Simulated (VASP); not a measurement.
Here is a VASP 6.6.1 calculation.

The input POSCAR:

```
W
1.0
   -1.5500431812      1.5500431812      1.5500431812
    1.5500431812     -1.5500431812      1.5500431812
    1.5500431812      1.5500431812     -1.5500431812
W
1
Direct
    0.0000000000      0.0000000000      0.0000000000
```

The input INCAR.step1:

```
  PREC = Accurate
  ENCUT = 520
  EDIFF = 1E-5
  ISMEAR = -1
  SIGMA = 0.05
  LREAL = False
  LASPH = True
  NELM = 60
  ALGO = Normal
  ISIF = 2
  LWAVE = True
  LCHARG = False
  NBANDS = 13
  GGA = PE
```

The input INCAR.step2:

```
  PREC = Accurate
  ENCUT = 520
  EDIFF = 1E-6
  ISMEAR = -1
  SIGMA = 0.05
  LREAL = False
  LASPH = True
  NELM = 60
  ALGO = Normal
  ISIF = 2
  LWAVE = False
  LCHARG = False
  GGA = PE
  LHFCALC = True
  AEXX = 0.25
  PRECFOCK = Normal
  NBANDS = 13
  ISTART = 1
```

Contents of KPOINTS:

```
regular mesh
0
Gamma
  8 8 8
```

Potentials or basis: VASP PAW PBE potentials, release 64 (W_sv).

The run is started by

```console
$ cat potpaw_PBE.64/W_sv/POTCAR > POTCAR
$ cp INCAR.step1 INCAR
$ mpirun -np 1 vasp_std > vasp.out
$ cp INCAR.step2 INCAR
$ mpirun -np 1 vasp_std > vasp.out
```

Task: Estimate the pressure.

Result: 22.9 GPa.

Task: Estimate the band gap on the k mesh.

Result: Zero (bands 7 and 8 overlap by 8.69 eV).

Caveat: the cell stands under pressure; the PAW data sets were made with another functional, which shifts forces and pressure a little; spin-orbit coupling is left out, which moves the levels of the heavy elements.
